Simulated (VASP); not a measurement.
Runs of VASP 6.6.1 on SnTe. The structure is that of space group Fm-3m (No. 225), or close to it. The cells are those of the table. 

```csv
task,cell,cutoff (eV),smearing,gap on the mesh (eV),pressure (GPa)
single point,"a = 4.454, b = 4.454, c = 4.431 Å, angles 59.8, 59.8, 90.0°, 2 atoms",500,gaussian 0.01 eV,0.16,-0.9
single point,"a = 4.454, b = 4.454, c = 4.419 Å, angles 59.7, 59.7, 90.0°, 2 atoms",500,gaussian 0.01 eV,0.19,-0.6
single point,"a = 4.498, b = 4.498, c = 4.452 Å, angles 59.7, 59.7, 90.0°, 2 atoms",500,gaussian 0.01 eV,(b),(a)
single point,"a = 4.410 Å, angles 60.0, 60.0, 90.0°, 2 atoms",520,gaussian 0.01 eV,0.21,0.0
relaxation of cell and atoms,"relaxed from a = 4.456 Å, angles 60.0, 60.0, 90.0°, 2 atoms",500,fermi-dirac 0.1 eV,0.21,0.0
```

Alike in all rows: level LDA; potentials or basis VASP PAW LDA potentials, release 64 (Sn_d, Te); no spin polarisation; k mesh 10 × 10 × 10.

Task: Estimate the missing entries.

Result: (a) -1.7; (b) 0.12.

Caveats: spin-orbit coupling is left out, which moves the levels of the heavy elements.

A k mesh can miss the band edges, and the runs leave out spin-orbit coupling on Sn, Te.
